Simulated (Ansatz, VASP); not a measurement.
**Si: VASP beside Ansatz**

```
CELL_PARAMETERS angstrom
2.65503 0.00000 0.00000
-1.32751 2.29932 0.00000
0.00000 0.00000 2.49881
ATOMIC_POSITIONS crystal
Si 0.00000 0.00000 0.00000
```

Change from the starting cell: volume scaled by 1.04.

Alike in both runs: task single point; functional PBEsol; k mesh 12 × 12 × 11; occupations fermi-dirac, width 0.05 eV; no spin polarisation.

|  | VASP | Ansatz |
| --- | --- | --- |
| version | VASP 6.6.1 | Ansatz 0.2.0 |
| potentials or method | VASP PAW PBE potentials, release 64 (Si), cutoff 520 eV | all-electron LAPW, scalar-relativistic |

```tsv
	VASP	Ansatz	Ansatz less VASP
gap on the k mesh at the Fermi level (eV)	none	none	-
pressure (GPa)	-3.6	-3.7	-0.13
traceless stress, the component that is largest in VASP (GPa)	2.41	2.37	-0.030
```

VASP's potentials were made for PBE, not for PBEsol. A gap of «none» marks a metal or a gap that the smearing closes. Ansatz ran all-electron here, and VASP with PAW potentials.
